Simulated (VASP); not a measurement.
# AlRu in VASP: single point with PBE

Aim: the single point of AlRu with PBE.

Everything below comes from runs of VASP 6.6.1. Logs are shortened: lines on timing, memory, paths and dates and some standing lists are left out, and cuts for length are marked.

### 1 The cell of the first run

The cell holds an amorphous packing of atoms, 8 atoms: a = 4.938 Å, b = 4.224 Å, c = 5.428 Å, α = 89.99°, β = 85.00°, γ = 89.99°.

### 2 Single point, PBE

Contents of INCAR:

```
SYSTEM = AlRu
ALGO     = Normal         ! electronic algorithm
EDIFF    = 1E-6           ! SCF threshold, eV
ENCUT    = 520            ! plane-wave cutoff, eV
GGA      = PE             ! functional
ISIF     = 2              ! what is computed and relaxed
ISMEAR   = 0              ! smearing method
ISYM     = 0            
LASPH    = .True.         ! aspherical terms in the spheres
LCHARG   = .False.        ! write CHGCAR
LREAL    = .False.        ! projectors in reciprocal space
LWAVE    = .False.        ! write WAVECAR
NBANDS   = 44             ! bands
NELM     = 60             ! most SCF steps
PREC     = Accurate       ! precision mode
SIGMA    = 0.1            ! smearing width, eV
```

Contents of KPOINTS:

```
k-points
0
Gamma
  3 3 3
  0 0 0
```

Contents of POSCAR:

```
AlRu
1.0
    4.9322509046     -0.0116301606      0.2300929608
    0.0101426005      4.2237441027      0.0107157737
    0.2208055286     -0.0130938682      5.4232343541
Al Ru
4 4
Direct
   -0.0329010616      0.3029082740      0.2169872416
    0.0256258001      0.3028303415      0.7010917200
    0.2946640262      0.8028920646      0.1961957628
    0.5135459581      0.3029439430      0.8923615411
    0.7936615759      0.8030710356      0.9939393826
    0.4764054901      0.3028215493      0.3829320314
    0.3136095900      0.8028475868      0.7052025485
    0.8113477660      0.8027106728      0.4924981185
```

Potentials or basis: VASP PAW PBE potentials, release 64 (Al, Ru_pv).

Command:

```console
$ cat potpaw_PBE.64/Al/POTCAR potpaw_PBE.64/Ru_pv/POTCAR > POTCAR
$ mpirun -np 1 vasp_std > vasp.out
```

OUTCAR:

```text
SYSTEM = AlRu
   EDIFF = 1E-6
   ENCUT = 520
   GGA = PE
   ISIF = 2
   ISMEAR = 0
   ISYM = 0
   LASPH = .True.
   LREAL = .False.
   NELM = 60
   PREC = Accurate

 ion  position               nearest neighbor table
   1  0.967  0.303  0.217-   6 2.51   5 2.62   5 2.62   3 2.66   3 2.66   8 2.66   8 2.66   2 2.67
                             6 2.74   2 2.79   4 2.97   4 3.09
   2  0.026  0.303  0.701-   7 2.55   7 2.55   4 2.65   8 2.66   8 2.66   1 2.67   6 2.70   4 2.71
                             1 2.79   5 2.82   5 2.83   6 3.34
   3  0.295  0.803  0.196-   6 2.54   6 2.54   5 2.61   1 2.66   1 2.66   7 2.66   8 2.76   7 2.77
                             5 2.79   4 2.83   4 2.83   8 3.13
   4  0.514  0.303  0.892-   7 2.58   7 2.58   5 2.61   5 2.61   2 2.65   6 2.65   2 2.71   6 2.79
                             3 2.83   3 2.83   1 2.97   1 3.09   8 3.28   8 3.28
   5  0.794  0.803  0.994-   3 2.61   4 2.61   4 2.61   1 2.62   1 2.62   8 2.72   8 2.72   3 2.79
                             2 2.82   2 2.83   7 2.89   7 2.95   6 3.29   6 3.29
   6  0.476  0.303  0.383-   1 2.51   3 2.54   3 2.54   4 2.65   2 2.70   1 2.74   8 2.78   8 2.78
                             4 2.79   7 2.81   7 2.81   5 3.29   5 3.29   2 3.34
   7  0.314  0.803  0.705-   2 2.55   2 2.55   4 2.58   4 2.58   8 2.62   3 2.66   3 2.77   6 2.81
                             6 2.81   8 2.83   5 2.89   5 2.95
   8  0.811  0.803  0.492-   7 2.62   2 2.66   2 2.66   1 2.66   1 2.66   5 2.72   5 2.72   3 2.76
                             6 2.78   6 2.78   7 2.83   3 3.13   4 3.28   4 3.28

IMPORTANT INFORMATION: All symmetrisations will be switched off!
NOSYMM: (Re-)initialisation of all symmetry stuff for point group C_1.

----------------------------------------------------------------------------------------

                                     Primitive cell

  volume of cell :     112.7666

  direct lattice vectors                    reciprocal lattice vectors
     4.932250905 -0.011630161  0.230092961     0.203131962 -0.000466801 -0.008271590
     0.010142600  4.223744103  0.010715774     0.000532607  0.236754093  0.000549935
     0.220805529 -0.013093868  5.423234354    -0.008619384 -0.000447998  0.184741665

  length of vectors
     4.937628684  4.223769874  5.427743305     0.203300839  0.236755331  0.184943173

  position of ions in fractional coordinates (direct lattice)
     0.967098938  0.302908274  0.216987242
     0.025625800  0.302830341  0.701091720
     0.294664026  0.802892065  0.196195763
     0.513545958  0.302943943  0.892361541
     0.793661576  0.803071036  0.993939383
     0.476405490  0.302821549  0.382932031
     0.313609590  0.802847587  0.705202548
     0.811347766  0.802710673  0.492498119

  ion indices of the primitive-cell ions
   primitive index   ion index
                 1           1
                 2           2
                 3           3
                 4           4
                 5           5
                 6           6
                 7           7
                 8           8

----------------------------------------------------------------------------------------

 KPOINTS: k-points

Automatic generation of k-mesh.
 Grid dimensions read from file:
 generate k-points for:    3    3    3

 Generating k-lattice:

  Cartesian coordinates                     Fractional coordinates (reciprocal lattice)
     0.067710654 -0.000155600 -0.002757197     0.333333333  0.000000000 -0.000000000
     0.000177536  0.078918031  0.000183312    -0.000000000  0.333333333 -0.000000000
    -0.002873128 -0.000149333  0.061580555    -0.000000000 -0.000000000  0.333333333

  Length of vectors
     0.067766946  0.078918444  0.061647724

  Shift w.r.t. Gamma in fractional coordinates (k-lattice)
     0.000000000  0.000000000  0.000000000

 Subroutine IBZKPT returns following result:
 ===========================================

 Found     14 irreducible k-points:

 Following reciprocal coordinates:
            Coordinates               Weight
  0.000000  0.000000  0.000000      1.000000
  0.333333 -0.000000 -0.000000      2.000000
  0.000000  0.333333  0.000000      2.000000
  0.333333  0.333333 -0.000000      2.000000
 -0.333333  0.333333  0.000000      2.000000
 -0.000000 -0.000000  0.333333      2.000000
  0.333333 -0.000000  0.333333      2.000000
 -0.333333 -0.000000  0.333333      2.000000
  0.000000  0.333333  0.333333      2.000000
  0.333333  0.333333  0.333333      2.000000
 -0.333333  0.333333  0.333333      2.000000
  0.000000 -0.333333  0.333333      2.000000
  0.333333 -0.333333  0.333333      2.000000
 -0.333333 -0.333333  0.333333      2.000000
   k-points           NKPTS =     14   k-points in BZ     NKDIM =     14   number of bands    NBANDS=     44
   number of dos      NEDOS =    301   number of ions     NIONS =      8
   total plane-waves  NPLWV =  51200
   dimension x,y,z NGX =    40 NGY =   32 NGZ =   40
   dimension x,y,z NGXF=    80 NGYF=   64 NGZF=   80
   ions per type =               4   4
   NGX,Y,Z   is equivalent  to a cutoff of  13.47, 12.60, 12.25 a.u.
   NGXF,Y,Z  is equivalent  to a cutoff of  26.94, 25.19, 24.50 a.u.
 SYSTEM =  AlRu
   PREC   = accura    normal or accurate (medium, high low for compatibility)
   ISTART =      0    job   : 0-new  1-cont  2-samecut
   ICHARG =      2    charge: 1-file 2-atom 10-const
   ISPIN  =      1    spin polarized calculation?
   LNONCOLLINEAR =      F non collinear calculations
   LSORBIT =      F    spin-orbit coupling
   LASPH  =      T    aspherical Exc in radial PAW
   ENCUT  =  520.0 eV  38.22 Ry    6.18 a.u.   9.18  7.85 10.09*2*pi/ulx,y,z
   NELM   =     60;   NELMIN=  2; NELMDL= -5     # of ELM steps
   EDIFF  = 0.1E-05   stopping-criterion for ELM
   LREAL  =      F    real-space projection
   EDIFFG = 0.1E-04   stopping-criterion for IOM
   NSW    =      0    number of steps for IOM
   IBRION =     -1    ionic relax: 0-MD 1-quasi-New 2-CG
   NFREE  =      0    steps in history (QN), initial steepest desc. (CG)
   ISIF   =      2    stress and relaxation
   ISYM   =      0    0-nonsym 1-usesym 2-fastsym
   POTIM  = 0.5000    time-step for ionic-motion
   TEBEG  =    0.0;   TEEND  =   0.0 temperature during run
   PSTRESS=    0.0 pullay stress
   NELECT =      68.0000    total number of electrons
   NUPDOWN=      -1.0000    fix difference up-down
   EMIN   =  10.00;   EMAX   =-10.00  energy-range for DOS
   EFERMI =   0.00;   METHOD = LEGACY
   ISMEAR =     0;   SIGMA  =   0.10  broadening in eV -4-tet -1-fermi 0-gaus
   EFERMI_NEDOS =   21; number of points for ismear=-14 and -15
   IALGO  =     38    algorithm
   IMIX   =      4    mixing-type and parameters
     AMIX     =   0.40;   BMIX     =  1.00
     AMIX_MAG =   1.60;   BMIX_MAG =  1.00
  volume/ion in A,a.u.               =      14.10        95.12
  Fermi-wavevector in a.u.,A,eV,Ry     =   1.383092  2.613665 26.027169  1.912943
  Thomas-Fermi vector in A             =   2.507722
   LORBIT       =      0    0 simple, 1 ext, 2 COOP (PROOUT), +10 PAW based schemes
   GGA     = PE    functional components
   LHFCALC =     F    Hartree Fock is set to
   AEXX    =    0.0000 exact exchange contribution
   IVDW    =     0    specifies the selected vdW correction
   LEPSILON=     F    determine dielectric tensor
   LRPA    =     F    only Hartree local field effects (RPA)
 non-spin polarized calculation
 Gauss-broadening in eV      SIGMA  =   0.10
  energy-cutoff  :      520.00
  volume of cell :      112.77
 maximum number of plane-waves:      3049
 NGX is ok and might be reduce to    40
   NGX = 19   NGY = 15   NGZ = 21

 number of electron      67.9999998 magnetization

 Free energy of the ion-electron system (eV)
  ---------------------------------------------------
  ext. energy  EPLUGINS =         0.00000000
  ---------------------------------------------------
  free energy    TOTEN  =       -54.69526934 eV

  energy without entropy =      -54.65834448  energy(sigma->0) =      -54.67680691

 E-fermi :  10.5126     XC(G=0): -12.2983

 val. band max:       10.5120986788   @ k =   0.3333  -0.0000  -0.0000
 cond. band min:      10.5344534396   @ k =   0.3333  -0.3333   0.3333
 fundamental gap:      0.0223547608
 Fermi energy:        10.5125696863

 k-point     1 :       0.0000    0.0000    0.0000
  band No.  band energies     occupation
      1     -32.1912      2.00000
      2     -32.1470      2.00000
      3     -31.9563      2.00000
      4     -31.8835      2.00000
      5     -31.8371      2.00000
      6     -31.8261      2.00000
[... 36 lines left out ...]
     43      15.7070      0.00000
     44      15.9668      0.00000

 k-point     2 :       0.3333   -0.0000   -0.0000
  band No.  band energies     occupation
      1     -32.2144      2.00000
      2     -32.0824      2.00000
      3     -31.9505      2.00000
      4     -31.9095      2.00000
      5     -31.8274      2.00000
      6     -31.8200      2.00000
[... 36 lines left out ...]
     43      15.6468      0.00000
     44      15.9900      0.00000

 k-point     3 :       0.0000    0.3333    0.0000
  band No.  band energies     occupation
      1     -32.1974      2.00000
      2     -32.1596      2.00000
      3     -31.9279      2.00000
      4     -31.8807      2.00000
      5     -31.8545      2.00000
      6     -31.8232      2.00000
[... 36 lines left out ...]
     43      15.3326      0.00000
     44      15.5265      0.00000

 k-point     4 :       0.3333    0.3333   -0.0000
  band No.  band energies     occupation
      1     -32.2153      2.00000
      2     -32.1114      2.00000
      3     -31.9248      2.00000
      4     -31.9020      2.00000
      5     -31.8551      2.00000
      6     -31.8194      2.00000
[... 412 lines left out ...]
     43      15.1977      0.00000
     44      16.1648      0.00000

 k-point    13 :       0.3333   -0.3333    0.3333
  band No.  band energies     occupation
      1     -32.1394      2.00000
      2     -32.0721      2.00000
      3     -31.9214      2.00000
      4     -31.8922      2.00000
      5     -31.8601      2.00000
      6     -31.8409      2.00000
[... 36 lines left out ...]
     43      16.0042      0.00000
     44      16.8439      0.00000

 k-point    14 :      -0.3333   -0.3333    0.3333
  band No.  band energies     occupation
      1     -32.1201      2.00000
      2     -32.0914      2.00000
      3     -31.9259      2.00000
      4     -31.9090      2.00000
      5     -31.8602      2.00000
      6     -31.8228      2.00000
[... 36 lines left out ...]
     43      15.8876      0.00000
     44      16.7499      0.00000

------------------------ aborting loop because EDIFF is reached ----------------------------------------

  FORCE on cell =-STRESS in cart. coord.  units (eV):
  Direction    XX          YY          ZZ          XY          YZ          ZX
  --------------------------------------------------------------------------------------
  -------------------------------------------------------------------------------------
  Total        0.0972441     -0.1151920      0.0540569     -0.0134678     -0.0073558     -0.0111361
  in kB        1.3816352     -1.6366383      0.7680362     -0.1913487     -0.1045112     -0.1582201
  external PRESSURE =       0.1710110 kB  Pullay stress =       0.0000000 kB

 VOLUME and BASIS-vectors are now :
 -----------------------------------------------------------------------------
  energy-cutoff  :      520.00
  volume of cell :      112.77
      direct lattice vectors                 reciprocal lattice vectors
     4.932250905 -0.011630161  0.230092961     0.203131962 -0.000466801 -0.008271590
     0.010142600  4.223744103  0.010715774     0.000532607  0.236754093  0.000549935
     0.220805529 -0.013093868  5.423234354    -0.008619384 -0.000447998  0.184741665

 POSITION                                       TOTAL-FORCE (eV/Angst)
 -----------------------------------------------------------------------------------
      4.82096      1.26532      1.40254         0.011209     -0.000208     -0.001557
      0.28427      1.26960      3.81133        -0.006191      0.000131      0.001116
      1.50482      3.38521      1.14042        -0.005904     -0.000311      0.001434
      2.73305      1.26190      4.96090        -0.011077     -0.000225     -0.001719
      4.14215      3.36972      5.58159        -0.004905     -0.001235      0.004027
      2.43738      1.26849      2.18959         0.032124      0.000649      0.021734
      1.71066      3.37814      3.90524        -0.005999     -0.001053     -0.014715
      4.11866      3.37456      2.86622        -0.009256      0.002252     -0.010320
 -----------------------------------------------------------------------------------
    total drift:                               -0.000192      0.000523      0.000315

  FREE ENERGIE OF THE ION-ELECTRON SYSTEM (eV)
  ---------------------------------------------------
  free  energy   TOTEN  =       -54.6952693402 eV

  energy  without entropy=      -54.6583444791  energy(sigma->0) =      -54.67680691
```

Run time: 66 s. Hardware: 1 thread of Intel Xeon Platinum 8488C (Sapphire Rapids), shared host; peak memory 0.23 GiB.

What came out:

| Property | Result |
| --- | --- |
| Free energy | -54.6953 eV |
| Pressure | 0.0 GPa |
| Largest force | 0.039 eV/Å |
| Band gap on the k mesh | zero (band 34 reaches 10.66 eV, above the bottom of band 35 at 10.44 eV) |

Forces in eV/Å, atoms in the order of the input:
```
Al   0.011  0.000 -0.002
Al  -0.006  0.000  0.001
Al  -0.006  0.000  0.001
Al  -0.011  0.000 -0.002
Ru  -0.005 -0.001  0.004
Ru   0.032  0.001  0.022
Ru  -0.006 -0.001 -0.015
Ru  -0.009  0.002 -0.010
```

Caveat: the k points lie up to 0.50 Å⁻¹ apart.
